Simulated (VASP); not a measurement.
Ba2C: single point with PBE

Crystal: Ba2C.

```xyz
6
Lattice="5.7951 0.0000 0.0000 -2.8976 5.0187 0.0000 0.0000 0.0000 5.7390" Properties=species:S:1:pos:R:3 pbc="T T T"
Ba    4.3012    0.8626    1.1595
Ba    2.8976    3.2936    1.1595
Ba    1.4940    0.8626    1.1595
Ba    0.0000    3.3458    5.6988
C     2.8976    1.6729    2.1935
C     0.0000    0.0000    4.9098
```

```
Program                : VASP 6.6.1
Task                   : single point
Functional             : PBE
Potentials or basis    : VASP PAW PBE potentials, release 64 (Ba_sv, C)
Cutoff                 : 520 eV
k mesh                 : 3 × 3 × 4
Occupations            : gaussian, width 0.1 eV
Spin                   : collinear spin, ferromagnetic start
Starting moments       : [0.0, 0.0, 0.0, 0.0, 1.0, 1.0] μB
Dipole correction      : no
Further INCAR settings : ALGO = Normal; EDIFF = 1e-07; NBANDS = 37
```

The pressure is 36.2 GPa. The largest force is 14.650 eV/Å and the net moment is 1.12 μB per cell. The site moments are Ba +0.11, +0.15; C -0.00, +0.12 μB and the valence electrons inside the program's atomic spheres are Ba 9.13, 8.29; C 2.67, 2.12.

Forces in eV/Å, atoms in the order of the input:
```
Ba   8.831 -5.099 -3.589
Ba   0.000 10.197 -3.589
Ba  -8.831 -5.099 -3.589
Ba   0.000  0.000 -3.803
C    0.000  0.000 14.650
C    0.000  0.000 -0.080
```

Stress tensor (GPa, compression positive):
```
46.53  0.00  0.00
 0.00 46.53  0.00
 0.00  0.00 15.40
```

Levels at points of the mesh, in eV from the Fermi level:
Spin up:
| k point | band 20 | band 21 | band 22 | band 23 | band 24 | band 25 | band 26 | band 27 | band 28 | band 29 |
| --- | --- | --- | --- | --- | --- | --- | --- | --- | --- | --- |
| (0.00, 0.00, 0.00) | -2.44 | -2.44 | -1.41 | -0.37 | -0.37 | -0.27 | 0.01 | 0.01 | 1.11 | 2.38 |
| (0.00, 0.00, 0.50) | -2.40 | -2.40 | -0.51 | -0.46 | -0.46 | -0.32 | 0.27 | 0.27 | 0.67 | 1.98 |
Spin down:
| k point | band 20 | band 21 | band 22 | band 23 | band 24 | band 25 | band 26 | band 27 |
| --- | --- | --- | --- | --- | --- | --- | --- | --- |
| (0.00, 0.00, 0.00) | -2.32 | -2.32 | -1.29 | -0.10 | -0.10 | 0.15 | 0.15 | 0.19 |
| (0.00, 0.00, 0.50) | -2.28 | -2.28 | -0.40 | -0.19 | -0.19 | -0.01 | 0.41 | 0.41 |

Wall time 5 min on 1 thread of Oxide Virtual Turin-like Processor, with other jobs on the host, peak memory 0.4 GiB.

Caveat: the k points lie up to 0.42 Å⁻¹ apart; spin-orbit coupling is left out, which moves the levels of the heavy elements; forces of over 1 eV/Å act on the atoms, so gaps and moduli don't describe the material at rest.
